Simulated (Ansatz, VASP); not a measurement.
# One calculation of HfMg3, two programs

Contents of INCAR:

```
SYSTEM = HfMg3
PREC = Accurate
ENCUT = 520
EDIFF = 1E-6
ISMEAR = 0
SIGMA = 0.05
LREAL = .False.
LASPH = .True.
NELM = 80
ALGO = Normal
ISIF = 2
LWAVE = .False.
LCHARG = .True.
GGA = PE
LELF = .True.
LVHAR = .True.
NBANDS = 16
```

Contents of KPOINTS:

```
regular mesh
0
Gamma
  8 8 8
  0 0 0
```

POSCAR

```
HfMg3
1.0
    4.4351854621      0.0000000000      0.0000000000
    0.0000000000      4.4351854621      0.0000000000
    0.0000000000      0.0000000000      4.4351854621
Hf Mg
1 3
Direct
    0.0000000000      0.0000000000      0.0000000000
    0.0000000000      0.5000000000      0.5000000000
    0.5000000000      0.5000000000      0.0000000000
    0.5000000000      0.0000000000      0.5000000000
```

Input for Ansatz:

```yaml
crystal:
  lattice:
    - [4.4351854621, 0.0, 0.0]
    - [0.0, 4.4351854621, 0.0]
    - [0.0, 0.0, 4.4351854621]
  atoms:
    - { symbol: Hf, position: [0.0, 0.0, 0.0] }
    - { symbol: Mg, position: [0.0, 0.5, 0.5] }
    - { symbol: Mg, position: [0.5, 0.5, 0.0] }
    - { symbol: Mg, position: [0.5, 0.0, 0.5] }
basis:
  ecutwfc: 420
  ecutrho_ratio: 4
kpoints:
  mp_grid: { grid: [8, 8, 8] }
hamiltonian:
  xc: pbe
scf:
  occupations: { method: gaussian, width: 0.05 }
output:
  forces: true
  stress: true
  eigenvalues: true
```

Alike in both runs: task single point; functional PBE; k mesh 8 × 8 × 8; occupations gaussian, width 0.05 eV; no spin polarisation.

```csv
,VASP,Ansatz
version,VASP 6.6.1,Ansatz 0.2.0
potentials or method,"VASP PAW PBE potentials, release 64 (Hf_pv, Mg), cutoff 520 eV","scalar-relativistic, plane waves, PAW"
valence electrons in the cell,16,56
```

VASP gave:

* gap on the k mesh at the Fermi level (eV): none
* pressure (GPa): -0.1

Q: Estimate Ansatz's values.

A: gap on the k mesh at the Fermi level (eV): none; pressure (GPa): 0.0.

A gap of «none» marks a metal or a gap that the smearing closes. With one functional, cell and mesh, what is left measures potentials, basis and numerics. VASP's potentials hold 16 valence electrons a cell and Ansatz's 56, so a difference there can come from the potentials and not from the codes.

Spin-orbit coupling is off throughout.
